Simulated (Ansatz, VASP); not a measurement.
**LaSb: VASP beside Ansatz**

The input INCAR:

```
SYSTEM = LaSb
ALGO = Normal ; EDIFF = 1E-6
ENCUT = 520 ; ISIF = 2
ISMEAR = 0 ; LASPH = .True.
LCHARG = .False. ; LREAL = .False.
LWAVE = .False. ; NBANDS = 15
NELM = 60 ; PREC = Accurate
SIGMA = 0.1
```

KPOINTS

```
k-points
0
Gamma
  8 8 8
  0 0 0
```

The input POSCAR:

```
LaSb
1.0
    0.0000000000      3.3190156001      3.3190156001
    3.3190156001      0.0000000000      3.3190156001
    3.3190156001      3.3190156001      0.0000000000
La Sb
1 1
Direct
    0.0000000000      0.0000000000      0.0000000000
    0.5000000000      0.5000000000      0.5000000000
```

Input for Ansatz:

```yaml
crystal:
  lattice:
    - [0.0, 3.3190156001425843, 3.3190156001425843]
    - [3.3190156001425843, 0.0, 3.3190156001425843]
    - [3.3190156001425843, 3.3190156001425843, 0.0]
  atoms:
    - { symbol: La, position: [0.0, 0.0, 0.0] }
    - { symbol: Sb, position: [0.5, 0.5, 0.5] }
basis:
  ecutwfc: 510.0
kpoints:
  mp_grid:
    grid: [8, 8, 8]
hamiltonian:
  xc: lda
scf:
  occupations:
    method: gaussian
output:
  stress: true
```

Alike in both runs: task single point; functional LDA; k mesh 8 × 8 × 8; no spin polarisation.

|  | VASP | Ansatz |
| --- | --- | --- |
| version | VASP 6.6.1 | Ansatz 0.2.0 |
| potentials or method | VASP PAW LDA potentials, release 64 (La, Sb), cutoff 520 eV | plane waves, PAW |
| occupations | gaussian, width 0.1 eV | gaussian |
| valence electrons in the cell | 16 | 26 |

|  | VASP | Ansatz | Ansatz less VASP |
| --- | --- | --- | --- |
| pressure (GPa) | -5.2 | -5.3 | -0.04 |

LDA's correlation is that of Perdew and Zunger in VASP and of Perdew and Wang (1992) in Ansatz. VASP's potentials hold 16 valence electrons a cell and Ansatz's 26, so a difference there can come from the potentials and not from the codes.

Spin-orbit coupling is off throughout.
